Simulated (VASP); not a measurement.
# TiO2 (I4_1/amd) in VASP: a series of runs

The runs below take TiO2 through single point, with r2SCAN+U.

Program: VASP 6.6.1. These are calculated values, not measurements. Logs are shortened: lines on timing, memory, paths and dates and some standing lists are left out, and cuts for length are marked.

## 1. The cell of the first run

Symmetry: I4_1/amd, No. 141, tetragonal system. The conventional cell has a = 3.735 Å, b = 3.735 Å, c = 9.981 Å, α = 90.00°, β = 90.00°, γ = 90.00°. Ti (site symmetry -4m2) has 6 O at 1.92 to 2.06 Å within 2.5 Å. Within 2.5 Å of O (site symmetry 2mm) lie 3 Ti at 1.92 to 2.06 Å and 2 O at 2.47 Å.

## 2. Single point, r2SCAN+U

File POSCAR:

```
TiO2
1.0
   -1.8676945483      1.8676945483      4.9904113748
    1.8676945483     -1.8676945483      4.9904113748
    1.8676945483      1.8676945483     -4.9904113748
Ti O
2 4
Direct
    0.0000000000      0.0000000000      0.0000000000
    0.7500000000      0.2500000000      0.5000000000
    0.2061136456      0.2061136456      0.0000000000
    0.9561136456      0.4561136456      0.5000000000
    0.5438863544      0.0438863544      0.5000000000
    0.7938863544      0.7938863544      0.0000000000
```

File INCAR.step1:

```
SYSTEM = TiO2
PREC = Accurate
ENCUT = 520
ISMEAR = 0
SIGMA = 0.05
LREAL = .False.
LASPH = .True.
NELM = 150
LMAXMIX = 4
LDAU = .True.
LDAUTYPE = 2
LDAUL = 2 -1
LDAUU = 4 0
LDAUJ = 0 0
NBANDS = 33
GGA = PE
ALGO = Normal
EDIFF = 1E-4
LWAVE = .True.
LCHARG = .False.
```

File INCAR.step2:

```
SYSTEM = TiO2
PREC = Accurate
ENCUT = 520
EDIFF = 1E-7
ISMEAR = 0
SIGMA = 0.05
LREAL = .False.
LASPH = .True.
NELM = 150
ALGO = Normal
ISIF = 2
LWAVE = .False.
LCHARG = .False.
LMAXMIX = 4
LDAU = .True.
LDAUTYPE = 2
LDAUL = 2 -1
LDAUU = 4 0
LDAUJ = 0 0
LDAUPRINT = 1
METAGGA = R2SCAN
LMIXTAU = .True.
NBANDS = 33
ISTART = 1
```

File KPOINTS:

```
Automatic mesh
0
Gamma
  10 10 10
  0 0 0
```

Potentials or basis: VASP PAW PBE potentials, release 64 (Ti_sv, O).

Started as:

```bash
> cat potpaw_PBE.64/Ti_sv/POTCAR potpaw_PBE.64/O/POTCAR > POTCAR
> cp INCAR.step1 INCAR
> mpirun -np 1 vasp_std > vasp.out
> cp INCAR.step2 INCAR
> mpirun -np 1 vasp_std > vasp.out
```

OUTCAR:

```text
SYSTEM = TiO2
   PREC = Accurate
   ENCUT = 520
   EDIFF = 1E-7
   ISMEAR = 0
   LREAL = .False.
   LASPH = .True.
   NELM = 150
   ISIF = 2
   METAGGA = R2SCAN
   ISTART = 1

 ion  position               nearest neighbor table
   1  0.000  0.000  0.000-   5 1.92   4 1.92   5 1.92   4 1.92   3 2.06   6 2.06
   2  0.750  0.250  0.500-   6 1.92   3 1.92   6 1.92   3 1.92   4 2.06   5 2.06
   3  0.206  0.206  0.000-   2 1.92   2 1.92   1 2.06
   4  0.956  0.456  0.500-   1 1.92   1 1.92   2 2.06
   5  0.544  0.044  0.500-   1 1.92   1 1.92   2 2.06
   6  0.794  0.794  0.000-   2 1.92   2 1.92   1 2.06

  LATTYP: Found a body centered tetragonal cell.
 ALAT       =     3.7353890966
 C/A-ratio  =     2.6719633461

  Lattice vectors:

 A1 = (  -1.8676945483,   1.8676945483,   4.9904113748)
 A2 = (   1.8676945483,  -1.8676945483,   4.9904113748)
 A3 = (   1.8676945483,   1.8676945483,  -4.9904113748)

Analysis of symmetry for initial positions (statically):
=====================================================================
 Subroutine PRICEL returns:
 Original cell was already a primitive cell.

 Routine SETGRP: Setting up the symmetry group for a
 body centered tetragonal supercell.

 Subroutine GETGRP returns: Found 16 space group operations
 (whereof  8 operations were pure point group operations)
 out of a pool of 16 trial point group operations.

The static configuration has the point symmetry D_2d.
 The point group associated with its full space group is D_4h.

Analysis of symmetry for dynamics (positions and initial velocities):
=====================================================================
 Subroutine PRICEL returns:
 Original cell was already a primitive cell.

 Routine SETGRP: Setting up the symmetry group for a
 body centered tetragonal supercell.

 Subroutine GETGRP returns: Found 16 space group operations
 (whereof  8 operations were pure point group operations)
 out of a pool of 16 trial point group operations.

The dynamic configuration has the point symmetry D_2d.
 The point group associated with its full space group is D_4h.

 Subroutine INISYM returns: Found 16 space group operations
 (whereof  8 operations are pure point group operations),
 and found     1 'primitive' translations

----------------------------------------------------------------------------------------

                                     Primitive cell

  volume of cell :      69.6319

  direct lattice vectors                    reciprocal lattice vectors
    -1.867694548  1.867694548  4.990411375     0.000000000  0.267709728  0.100192141
     1.867694548 -1.867694548  4.990411375     0.267709728  0.000000000  0.100192141
     1.867694548  1.867694548 -4.990411375     0.267709728  0.267709728  0.000000000

  length of vectors
     5.646306008  5.646306008  5.646306008     0.285844300  0.285844300  0.378598728

  position of ions in fractional coordinates (direct lattice)
     0.000000000  0.000000000  0.000000000
     0.750000000  0.250000000  0.500000000
     0.206113646  0.206113646  0.000000000
     0.956113646  0.456113646  0.500000000
     0.543886354  0.043886354  0.500000000
     0.793886354  0.793886354  0.000000000

  ion indices of the primitive-cell ions
[... 110 lines left out ...]
   AEXX    =    0.0000 exact exchange contribution
   IVDW    =     0    specifies the selected vdW correction
   LEPSILON=     F    determine dielectric tensor
   LRPA    =     F    only Hartree local field effects (RPA)
 non-spin polarized calculation
 Gauss-broadening in eV      SIGMA  =   0.05
  energy-cutoff  :      520.00
  volume of cell :       69.63
 maximum number of plane-waves:      1888
 NGX is ok and might be reduce to    42

atom =   1  type =  1  l = 2

 onsite density matrix

spin component  1

  0.1034  0.0000 -0.0000  0.0000  0.0000
  0.0000  0.0960  0.0000 -0.0000 -0.0000
 -0.0000  0.0000  0.2217  0.0000  0.0000
  0.0000 -0.0000  0.0000  0.0960  0.0000
  0.0000 -0.0000  0.0000  0.0000  0.2603

spin component  2

  0.1034  0.0000 -0.0000  0.0000  0.0000
  0.0000  0.0960  0.0000 -0.0000 -0.0000
 -0.0000  0.0000  0.2217  0.0000  0.0000
  0.0000 -0.0000  0.0000  0.0960  0.0000
  0.0000 -0.0000  0.0000  0.0000  0.2603

 occupancies and eigenvectors

  o =  0.0960  v =  0.0000  0.0891  0.0000 -0.9960  0.0000  0.0000  0.0000  0.0000  0.0000  0.0000      0.0000  0.0000  0.0000  0.0000  0.0000  0.0000  0.0000  0.0000  0.0000  0.0000
  o =  0.0960  v =  0.0000  0.0000  0.0000  0.0000  0.0000  0.0000  0.0891  0.0000 -0.9960  0.0000      0.0000  0.0000  0.0000  0.0000  0.0000  0.0000  0.0000  0.0000  0.0000  0.0000
  o =  0.0960  v =  0.0000  0.9960  0.0000  0.0891  0.0000  0.0000  0.0000  0.0000  0.0000  0.0000      0.0000  0.0000  0.0000  0.0000  0.0000  0.0000  0.0000  0.0000  0.0000  0.0000
  o =  0.0960  v =  0.0000  0.0000  0.0000  0.0000  0.0000  0.0000  0.9960  0.0000  0.0891  0.0000      0.0000  0.0000  0.0000  0.0000  0.0000  0.0000  0.0000  0.0000  0.0000  0.0000
  o =  0.1034  v =  1.0000  0.0000  0.0000  0.0000  0.0000  0.0000  0.0000  0.0000  0.0000  0.0000      0.0000  0.0000  0.0000  0.0000  0.0000  0.0000  0.0000  0.0000  0.0000  0.0000
  o =  0.1034  v =  0.0000  0.0000  0.0000  0.0000  0.0000  1.0000  0.0000  0.0000  0.0000  0.0000      0.0000  0.0000  0.0000  0.0000  0.0000  0.0000  0.0000  0.0000  0.0000  0.0000
  o =  0.2217  v =  0.0000  0.0000  0.0000  0.0000  0.0000  0.0000  0.0000 -1.0000  0.0000  0.0000      0.0000  0.0000  0.0000  0.0000  0.0000  0.0000  0.0000  0.0000  0.0000  0.0000
  o =  0.2217  v =  0.0000  0.0000 -1.0000  0.0000  0.0000  0.0000  0.0000  0.0000  0.0000  0.0000      0.0000  0.0000  0.0000  0.0000  0.0000  0.0000  0.0000  0.0000  0.0000  0.0000
  o =  0.2603  v =  0.0000  0.0000  0.0000  0.0000  0.0000  0.0000  0.0000 -0.0000 -0.0000 -1.0000      0.0000  0.0000  0.0000  0.0000  0.0000  0.0000  0.0000  0.0000  0.0000  0.0000
  o =  0.2603  v =  0.0000  0.0000 -0.0000 -0.0000 -1.0000  0.0000  0.0000  0.0000  0.0000  0.0000      0.0000  0.0000  0.0000  0.0000  0.0000  0.0000  0.0000  0.0000  0.0000  0.0000

atom =   2  type =  1  l = 2

 onsite density matrix

spin component  1

  0.1034  0.0000 -0.0000  0.0000  0.0000
  0.0000  0.0960  0.0000 -0.0000  0.0000
 -0.0000  0.0000  0.2217  0.0000 -0.0000
  0.0000 -0.0000  0.0000  0.0960  0.0000
  0.0000  0.0000 -0.0000  0.0000  0.2603

spin component  2

  0.1034  0.0000 -0.0000  0.0000  0.0000
  0.0000  0.0960  0.0000 -0.0000  0.0000
 -0.0000  0.0000  0.2217  0.0000 -0.0000
  0.0000 -0.0000  0.0000  0.0960  0.0000
  0.0000  0.0000 -0.0000  0.0000  0.2603

 occupancies and eigenvectors

  o =  0.0960  v =  0.0000  0.9818 -0.0000 -0.1899 -0.0000  0.0000  0.0000  0.0000  0.0000  0.0000      0.0000  0.0000  0.0000  0.0000  0.0000  0.0000  0.0000  0.0000  0.0000  0.0000
  o =  0.0960  v =  0.0000  0.0000  0.0000  0.0000  0.0000  0.0000  0.9818 -0.0000 -0.1899 -0.0000      0.0000  0.0000  0.0000  0.0000  0.0000  0.0000  0.0000  0.0000  0.0000  0.0000
  o =  0.0960  v =  0.0000  0.1899 -0.0000  0.9818 -0.0000  0.0000  0.0000  0.0000  0.0000  0.0000      0.0000  0.0000  0.0000  0.0000  0.0000  0.0000  0.0000  0.0000  0.0000  0.0000
  o =  0.0960  v =  0.0000  0.0000  0.0000  0.0000  0.0000  0.0000  0.1899 -0.0000  0.9818 -0.0000      0.0000  0.0000  0.0000  0.0000  0.0000  0.0000  0.0000  0.0000  0.0000  0.0000
  o =  0.1034  v =  1.0000  0.0000  0.0000  0.0000  0.0000  0.0000  0.0000  0.0000  0.0000  0.0000      0.0000  0.0000  0.0000  0.0000  0.0000  0.0000  0.0000  0.0000  0.0000  0.0000
  o =  0.1034  v =  0.0000  0.0000  0.0000  0.0000  0.0000  1.0000  0.0000  0.0000  0.0000  0.0000      0.0000  0.0000  0.0000  0.0000  0.0000  0.0000  0.0000  0.0000  0.0000  0.0000
  o =  0.2217  v =  0.0000  0.0000  0.0000  0.0000  0.0000  0.0000 -0.0000 -1.0000 -0.0000 -0.0000      0.0000  0.0000  0.0000  0.0000  0.0000  0.0000  0.0000  0.0000  0.0000  0.0000
  o =  0.2217  v =  0.0000 -0.0000 -1.0000 -0.0000 -0.0000  0.0000  0.0000  0.0000  0.0000  0.0000      0.0000  0.0000  0.0000  0.0000  0.0000  0.0000  0.0000  0.0000  0.0000  0.0000
  o =  0.2603  v =  0.0000  0.0000  0.0000  0.0000  0.0000  0.0000 -0.0000  0.0000  0.0000 -1.0000      0.0000  0.0000  0.0000  0.0000  0.0000  0.0000  0.0000  0.0000  0.0000  0.0000
  o =  0.2603  v =  0.0000 -0.0000  0.0000  0.0000 -1.0000  0.0000  0.0000  0.0000  0.0000  0.0000      0.0000  0.0000  0.0000  0.0000  0.0000  0.0000  0.0000  0.0000  0.0000  0.0000

 number of electron      47.9999995 magnetization

 Free energy of the ion-electron system (eV)
  ---------------------------------------------------
  ext. energy  EPLUGINS =         0.00000000
  ---------------------------------------------------
  free energy    TOTEN  =       -64.52532771 eV

  energy without entropy =      -64.52532771  energy(sigma->0) =      -64.52532771

 E-fermi :   3.5148     XC(G=0): -11.3571

 val. band max:        3.1418025638   @ k =  -0.4000   0.4000   0.0000
 cond. band min:       6.3639336770   @ k =   0.0000   0.0000   0.0000
 fundamental gap:      3.2221311132
 Fermi energy:         3.5147585453

 k-point     1 :       0.0000    0.0000    0.0000
  band No.  band energies     occupation
      1     -56.4798      2.00000
      2     -56.4369      2.00000
      3     -31.7935      2.00000
      4     -31.5849      2.00000
      5     -31.5849      2.00000
      6     -31.5361      2.00000
[... 853 lines left out ...]
     32       9.7135      0.00000
     33      10.8701      0.00000

 [... further k-points ...]

------------------------ aborting loop because EDIFF is reached ----------------------------------------

  FORCE on cell =-STRESS in cart. coord.  units (eV):
  Direction    XX          YY          ZZ          XY          YZ          ZX
  --------------------------------------------------------------------------------------
  -------------------------------------------------------------------------------------
  Total        4.3907915      4.3907915     -1.7284645      0.0000000     -0.0000000      0.0000000
  in kB      101.0288378    101.0288378    -39.7706790      0.0000000     -0.0000000      0.0000000
  external PRESSURE =      54.0956655 kB  Pullay stress =       0.0000000 kB

 VOLUME and BASIS-vectors are now :
 -----------------------------------------------------------------------------
  energy-cutoff  :      520.00
  volume of cell :       69.63
      direct lattice vectors                 reciprocal lattice vectors
    -1.867694548  1.867694548  4.990411375     0.000000000  0.267709728  0.100192141
     1.867694548 -1.867694548  4.990411375     0.267709728  0.000000000  0.100192141
     1.867694548  1.867694548 -4.990411375     0.267709728  0.267709728  0.000000000

 POSITION                                       TOTAL-FORCE (eV/Angst)
 -----------------------------------------------------------------------------------
      0.00000      0.00000      0.00000         0.000000      0.000000     -0.000000
      0.00000      1.86769      2.49521         0.000000      0.000000     -0.000000
      0.00000      0.00000      2.05718         0.000000      0.000000     -0.429251
      0.00000      1.86769      4.55239        -0.000000     -0.000000     -0.429251
      0.00000      1.86769      0.43802        -0.000000     -0.000000      0.429251
      0.00000      0.00000      7.92364        -0.000000     -0.000000      0.429251
 -----------------------------------------------------------------------------------
    total drift:                                0.000000     -0.000000      0.000000

  FREE ENERGIE OF THE ION-ELECTRON SYSTEM (eV)
  ---------------------------------------------------
  free  energy   TOTEN  =       -64.5253277054 eV

  energy  without entropy=      -64.5253277054  energy(sigma->0) =      -64.52532771
```

Wall time 27 min (1 thread of Intel Xeon Platinum 8488C (Sapphire Rapids), shared host); peak memory 0.4 GiB.

Results:

- Free energy: -64.5253 eV
- Pressure: 5.4 GPa
- Largest force: 0.429 eV/Å
- Band gap on the k mesh: 3.22 eV (least direct gap 3.59 eV)

Forces in eV/Å, atoms in the order of the input:
```
Ti   0.000  0.000  0.000
Ti   0.000  0.000  0.000
O    0.000  0.000 -0.429
O    0.000  0.000 -0.429
O    0.000  0.000  0.429
O    0.000  0.000  0.429
```

Levels at points of the mesh, in eV from the valence-band top:
| k point | band 22 | band 23 | band 24 | band 25 | band 26 | band 27 |
| --- | --- | --- | --- | --- | --- | --- |
| (0.00, 0.00, 0.00) | -0.96 | -0.47 | -0.47 | 3.22 | 3.83 | 5.00 |
| (0.50, 0.00, 0.00) | -1.06 | -0.95 | -0.81 | 4.32 | 4.34 | 4.50 |
| (0.50, 0.50, 0.00) | -2.11 | -0.06 | -0.06 | 4.15 | 4.15 | 4.61 |
| (0.50, 0.50, 0.50) | -1.41 | -0.18 | -0.18 | 3.52 | 3.52 | 4.83 |

Eigenvalues of the final occupation matrices:
```
    site  spin  trace               eigenvalues
site 1 d     1   0.78  0.10 0.10 0.10 0.22 0.26
site 1 d     2   0.78  0.10 0.10 0.10 0.22 0.26
site 2 d     1   0.78  0.10 0.10 0.10 0.22 0.26
site 2 d     2   0.78  0.10 0.10 0.10 0.22 0.26
```

Caveat: the stress differs along the axes, from -4 to 10 GPa; the PAW data sets were made with another functional, which shifts forces and pressure a little. A k mesh can miss the band edges.

## 3. Single point, r2SCAN+U

This run uses another cell than the first one, of the same volume but with other edges.

POSCAR: that of step 2 with these lines changed.

```diff
@@ -2,5 +2,5 @@
 1.0
-   -1.8676945483      1.8676945483      4.9904113748
-    1.8676945483     -1.8676945483      4.9904113748
-    1.8676945483      1.8676945483     -4.9904113748
+   -1.8389562155      1.8389562155      5.1476056795
+    1.8389562155     -1.8389562155      5.1476056795
+    1.8389562155      1.8389562155     -5.1476056795
 Ti O
```

File INCAR.step1:

```
PREC = Accurate ; ENCUT = 520
ISMEAR = 0 ; SIGMA = 0.05
LREAL = False ; LASPH = True
NELM = 150 ; LMAXMIX = 4
LDAU = True ; LDAUTYPE = 2
LDAUL = 2 -1 ; LDAUU = 4 0
LDAUJ = 0 0 ; NBANDS = 33
GGA = PE ; ALGO = Normal
EDIFF = 1E-4 ; LWAVE = True
LCHARG = False
```

File INCAR.step2:

```
PREC = Accurate ; ENCUT = 520
EDIFF = 1E-7 ; ISMEAR = 0
SIGMA = 0.05 ; LREAL = False
LASPH = True ; NELM = 150
ALGO = Normal ; ISIF = 2
LWAVE = False ; LCHARG = False
LMAXMIX = 4 ; LDAU = True
LDAUTYPE = 2 ; LDAUL = 2 -1
LDAUU = 4 0 ; LDAUJ = 0 0
LDAUPRINT = 1 ; METAGGA = R2SCAN
LMIXTAU = True ; NBANDS = 33
ISTART = 1
```

File KPOINTS:

```
Automatic mesh
0
Gamma
  10 10 10
```

Potentials or basis: VASP PAW PBE potentials, release 64 (Ti_sv, O).

Started as:

```bash
> cat potpaw_PBE.64/Ti_sv/POTCAR potpaw_PBE.64/O/POTCAR > POTCAR
> cp INCAR.step1 INCAR
> mpirun -np 1 vasp_std > vasp.out
> cp INCAR.step2 INCAR
> mpirun -np 1 vasp_std > vasp.out
```

It took 20 min on 1 thread of Intel Xeon 6975P-C (Granite Rapids), shared host; peak memory 0.45 GiB.

Results (log left out):

```
Free energy            : -64.2656 eV
Pressure               : 7.3 GPa
Largest force          : 0.896 eV/Å
Band gap on the k mesh : 3.28 eV (least direct gap 3.72 eV)
```

Forces on the atoms (eV/Å):
```
Ti   0.000  0.000  0.000
Ti   0.000  0.000  0.000
O    0.000  0.000 -0.896
O    0.000  0.000 -0.896
O    0.000  0.000  0.896
O    0.000  0.000  0.896
```

Stress tensor (GPa, compression positive):
```
15.35  0.00  0.00
 0.00 15.35  0.00
 0.00  0.00 -8.82
```

Levels at points of the mesh, in eV from the valence-band top:
| k point | band 22 | band 23 | band 24 | band 25 | band 26 | band 27 |
| --- | --- | --- | --- | --- | --- | --- |
| (0.00, 0.00, 0.00) | -1.11 | -0.51 | -0.51 | 3.28 | 3.79 | 5.09 |
| (0.50, 0.00, 0.00) | -1.22 | -0.98 | -0.89 | 4.29 | 4.43 | 4.43 |
| (0.50, 0.50, 0.00) | -2.20 | -0.07 | -0.07 | 4.04 | 4.04 | 4.55 |
| (0.50, 0.50, 0.50) | -1.53 | -0.27 | -0.27 | 3.53 | 3.53 | 4.93 |

Eigenvalues of the final occupation matrices:
```csv
site,spin,trace,eigenvalues
site 1 d,1,0.79,0.10 0.10 0.11 0.20 0.27
site 1 d,2,0.79,0.10 0.10 0.11 0.20 0.27
site 2 d,1,0.79,0.10 0.10 0.11 0.20 0.27
site 2 d,2,0.79,0.10 0.10 0.11 0.20 0.27
```

Caveat: the stress differs along the axes, from -9 to 15 GPa; the PAW data sets were made with another functional, which shifts forces and pressure a little.
